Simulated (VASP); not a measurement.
# SiC (P6_3mc) in VASP: a series of runs

The runs below take SiC through single point, with PBEsol, PBE, LDA.

Everything below comes from runs of VASP 6.6.1. Logs are shortened: lines on timing, memory, paths and dates and some standing lists are left out, and cuts for length are marked.

## (1) The cell of the first run

It takes space group P6_3mc (No. 186, hexagonal). The conventional cell has a = 3.076 Å, b = 3.076 Å, c = 5.048 Å, α = 90.00°, β = 90.00°, γ = 120.00°. Within 2.5 Å of Si (site symmetry 3m) lie 4 C at 1.88 to 1.90 Å. Within 2.5 Å of C (site symmetry 3m) lie 4 Si at 1.88 to 1.90 Å.

## (2) Single point, PBEsol

INCAR reads:

```
PREC     = Accurate       # precision mode
ENCUT    = 520            # plane-wave cutoff, eV
EDIFF    = 1E-7           # SCF threshold, eV
ISMEAR   = -1             # smearing method
SIGMA    = 0.02           # smearing width, eV
LREAL    = False          # projectors in reciprocal space
LASPH    = True           # aspherical terms in the spheres
NELM     = 60             # most SCF steps
ALGO     = Normal         # electronic algorithm
ISIF     = 2              # what is computed and relaxed
LWAVE    = False          # write WAVECAR
LCHARG   = False          # write CHGCAR
GGA      = PS             # functional
NBANDS   = 16             # bands
```

KPOINTS reads:

```
Automatic mesh
0
Gamma
  12 12 4
```

POSCAR reads:

```
SiC
1.0
    3.0760607256      0.0000000000      0.0000000000
   -1.5380303628      2.6639467319      0.0000000000
    0.0000000000      0.0000000000      5.0476454295
Si C
2 2
Direct
    0.3333333333      0.6666666667     -0.0004145027
    0.6666666667      0.3333333333      0.4995854973
    0.3333333333      0.6666666667      0.3754145027
    0.6666666667      0.3333333333      0.8754145027
```

Potentials or basis: VASP PAW PBE potentials, release 64 (Si, C).

Started as:

```console
$ cat potpaw_PBE.64/Si/POTCAR potpaw_PBE.64/C/POTCAR > POTCAR
$ mpirun -np 1 vasp_std > vasp.out
```

OUTCAR:

```text
PREC = Accurate
   ENCUT = 520
   EDIFF = 1E-7
   ISMEAR = -1
   LREAL = False
   LASPH = True
   NELM = 60
   ISIF = 2
   GGA = PS

 ion  position               nearest neighbor table
   1  0.333  0.667  1.000-   4 1.88   4 1.88   4 1.88   3 1.90   2 3.09   2 3.09   2 3.09   2 3.09
                             2 3.09   2 3.09
   2  0.667  0.333  0.500-   3 1.88   3 1.88   3 1.88   4 1.90   1 3.09   1 3.09   1 3.09   1 3.09
                             1 3.09   1 3.09
   3  0.333  0.667  0.375-   2 1.88   2 1.88   2 1.88   1 1.90
   4  0.667  0.333  0.875-   1 1.88   1 1.88   1 1.88   2 1.90

  LATTYP: Found a hexagonal cell.
 ALAT       =     3.0760607256
 C/A-ratio  =     1.6409446626

  Lattice vectors:

 A1 = (   3.0760607256,   0.0000000000,   0.0000000000)
 A2 = (  -1.5380303628,   2.6639467319,   0.0000000000)
 A3 = (   0.0000000000,   0.0000000000,   5.0476454295)

Analysis of symmetry for initial positions (statically):
=====================================================================
 Subroutine PRICEL returns:
 Original cell was already a primitive cell.

 Routine SETGRP: Setting up the symmetry group for a
 hexagonal supercell.

 Subroutine GETGRP returns: Found 12 space group operations
 (whereof  6 operations were pure point group operations)
 out of a pool of 24 trial point group operations.

The static configuration has the point symmetry C_3v.
 The point group associated with its full space group is C_6v.

Analysis of symmetry for dynamics (positions and initial velocities):
=====================================================================
 Subroutine PRICEL returns:
 Original cell was already a primitive cell.

 Routine SETGRP: Setting up the symmetry group for a
 hexagonal supercell.

 Subroutine GETGRP returns: Found 12 space group operations
 (whereof  6 operations were pure point group operations)
 out of a pool of 24 trial point group operations.

The dynamic configuration has the point symmetry C_3v.
 The point group associated with its full space group is C_6v.

 Subroutine INISYM returns: Found 12 space group operations
 (whereof  6 operations are pure point group operations),
 and found     1 'primitive' translations

----------------------------------------------------------------------------------------

                                     Primitive cell

  volume of cell :      41.3627

  direct lattice vectors                    reciprocal lattice vectors
     3.076060726  0.000000000  0.000000000     0.325091111  0.187691441  0.000000000
[... 89 lines left out ...]
   NELM   =     60;   NELMIN=  2; NELMDL= -5     # of ELM steps
   EDIFF  = 0.1E-06   stopping-criterion for ELM
   LREAL  =      F    real-space projection
   EDIFFG = 0.1E-05   stopping-criterion for IOM
   NSW    =      0    number of steps for IOM
   IBRION =     -1    ionic relax: 0-MD 1-quasi-New 2-CG
   NFREE  =      0    steps in history (QN), initial steepest desc. (CG)
   ISIF   =      2    stress and relaxation
   ISYM   =      2    0-nonsym 1-usesym 2-fastsym
   POTIM  = 0.5000    time-step for ionic-motion
   TEBEG  =    0.0;   TEEND  =   0.0 temperature during run
   PSTRESS=    0.0 pullay stress
   NELECT =      16.0000    total number of electrons
   NUPDOWN=      -1.0000    fix difference up-down
   EMIN   =  10.00;   EMAX   =-10.00  energy-range for DOS
   EFERMI =   0.00;   METHOD = LEGACY
   ISMEAR =    -1;   SIGMA  =   0.02  broadening in eV -4-tet -1-fermi 0-gaus
   EFERMI_NEDOS =   21; number of points for ismear=-14 and -15
   IALGO  =     38    algorithm
   IMIX   =      4    mixing-type and parameters
     AMIX     =   0.40;   BMIX     =  1.00
     AMIX_MAG =   1.60;   BMIX_MAG =  1.00
  volume/ion in A,a.u.               =      10.34        69.78
  Fermi-wavevector in a.u.,A,eV,Ry     =   1.192830  2.254121 19.358946  1.422842
  Thomas-Fermi vector in A             =   2.328858
   LORBIT       =      0    0 simple, 1 ext, 2 COOP (PROOUT), +10 PAW based schemes
   GGA     = PS    functional components
   LHFCALC =     F    Hartree Fock is set to
   AEXX    =    0.0000 exact exchange contribution
   IVDW    =     0    specifies the selected vdW correction
   LEPSILON=     F    determine dielectric tensor
   LRPA    =     F    only Hartree local field effects (RPA)
 non-spin polarized calculation
  energy-cutoff  :      520.00
  volume of cell :       41.36
 maximum number of plane-waves:      1132
 NGX is ok and might be reduce to    24
   NGX = 11   NGY = 11   NGZ = 19

 number of electron      16.0000000 magnetization

 Free energy of the ion-electron system (eV)
  ---------------------------------------------------
  ext. energy  EPLUGINS =         0.00000000
  ---------------------------------------------------
  free energy    TOTEN  =       -31.82278329 eV

  energy without entropy =      -31.82278329  energy(sigma->0) =      -31.82278329

 E-fermi :   8.5750     XC(G=0): -11.4994

 val. band max:        8.2083174537   @ k =   0.0000   0.0000   0.0000
 cond. band min:      10.3232874774   @ k =   0.3333   0.3333   0.0000
 fundamental gap:      2.1149700237
 Fermi energy:         8.5749620714

 k-point     1 :       0.0000    0.0000    0.0000
  band No.  band energies     occupation
      1      -7.3814      2.00000
      2      -3.7765      2.00000
      3      -0.5539      2.00000
      4       6.8858      2.00000
      5       6.8858      2.00000
      6       8.0962      2.00000
[... 433 lines left out ...]
      3       1.0001      2.00000
      4       2.8894      2.00000
      5       3.2660      2.00000
      6       5.4641      2.00000
[... 8 lines left out ...]
     15      19.6798      0.00000
     16      19.9293      0.00000

 [... further k-points ...]
[... 5 lines left out ...]
  --------------------------------------------------------------------------------------
  -------------------------------------------------------------------------------------
  Total        0.0878737      0.0878737      0.0901989      0.0000000     -0.0000000     -0.0000000
  in kB        3.4037692      3.4037692      3.4938345      0.0000000     -0.0000000     -0.0000000
  external PRESSURE =       3.4337910 kB  Pullay stress =       0.0000000 kB

 VOLUME and BASIS-vectors are now :
 -----------------------------------------------------------------------------
  energy-cutoff  :      520.00
  volume of cell :       41.36
      direct lattice vectors                 reciprocal lattice vectors
     3.076060726  0.000000000  0.000000000     0.325091111  0.187691441  0.000000000
    -1.538030363  2.663946732  0.000000000     0.000000000  0.375382881  0.000000000
     0.000000000  0.000000000  5.047645430     0.000000000  0.000000000  0.198112172

 POSITION                                       TOTAL-FORCE (eV/Angst)
 -----------------------------------------------------------------------------------
     -0.00000      1.77596      5.04555        -0.000000      0.000000      0.000161
      1.53803      0.88798      2.52173         0.000000     -0.000000      0.000161
     -0.00000      1.77596      1.89496         0.000000     -0.000000     -0.000161
      1.53803      0.88798      4.41878        -0.000000      0.000000     -0.000161
 -----------------------------------------------------------------------------------
    total drift:                               -0.000000      0.000000     -0.000209

  FREE ENERGIE OF THE ION-ELECTRON SYSTEM (eV)
  ---------------------------------------------------
  free  energy   TOTEN  =       -31.8227832937 eV

  energy  without entropy=      -31.8227832936  energy(sigma->0) =      -31.82278329
```

OSZICAR:

```text
N       E                     dE             d eps       ncg     rms          rms(c)
DAV:   1     0.231773053309E+02    0.23177E+02   -0.70772E+03  1824   0.894E+02
DAV:   2    -0.329312879802E+02   -0.56109E+02   -0.50516E+02  2536   0.156E+02
DAV:   3    -0.354142433279E+02   -0.24830E+01   -0.24710E+01  2416   0.303E+01
DAV:   4    -0.354324476511E+02   -0.18204E-01   -0.18200E-01  2184   0.318E+00
DAV:   5    -0.354326219993E+02   -0.17435E-03   -0.17434E-03  2440   0.296E-01    0.124E+01
DAV:   6    -0.319569354748E+02    0.34757E+01   -0.59686E+00  2320   0.150E+01    0.569E+00
DAV:   7    -0.318549425973E+02    0.10199E+00   -0.10492E+00  2552   0.595E+00    0.241E+00
DAV:   8    -0.318261736846E+02    0.28769E-01   -0.53865E-02  2144   0.142E+00    0.590E-01
DAV:   9    -0.318226306579E+02    0.35430E-02   -0.69223E-03  2376   0.560E-01    0.112E-01
DAV:  10    -0.318227767697E+02   -0.14611E-03   -0.69204E-04  2144   0.155E-01    0.526E-02
DAV:  11    -0.318227830531E+02   -0.62835E-05   -0.37106E-05  2336   0.447E-02    0.113E-02
DAV:  12    -0.318227832696E+02   -0.21650E-06   -0.35442E-06  2176   0.119E-02    0.407E-03
DAV:  13    -0.318227832937E+02   -0.24039E-07   -0.68425E-07  2448   0.518E-03
   1 F= -.31822783E+02 E0= -.31822783E+02  d E =-.332563E-10
```

Run time: 46 s. Hardware: 1 thread of Intel Xeon 8259CL, shared host; peak memory 0.17 GiB.

Results:

```
Free energy            : -31.8228 eV
Pressure               : 0.3 GPa
Band gap on the k mesh : 2.12 eV, indirect (least direct gap 3.85 eV)
```

Levels at points of the mesh, in eV from the valence-band top:
| k point | band 5 | band 6 | band 7 | band 8 | band 9 | band 10 | band 11 | band 12 |
| --- | --- | --- | --- | --- | --- | --- | --- | --- |
| (0.00, 0.00, 0.00) | -1.32 | -0.11 | 0.00 | 0.00 | 4.74 | 6.15 | 6.59 | 6.59 |
| (0.50, 0.00, 0.00) | -5.48 | -3.34 | -3.34 | -1.20 | 2.65 | 4.12 | 6.80 | 7.04 |
| (0.00, 0.00, 0.50) | -0.71 | -0.71 | -0.71 | -0.71 | 5.83 | 5.83 | 7.27 | 7.27 |
| (0.50, 0.00, 0.50) | -2.46 | -2.46 | -2.34 | -2.34 | 3.17 | 3.17 | 5.16 | 5.16 |

Caveat: the PAW data sets were made with another functional, which shifts forces and pressure a little.

(Continued in part 2 of 2.)
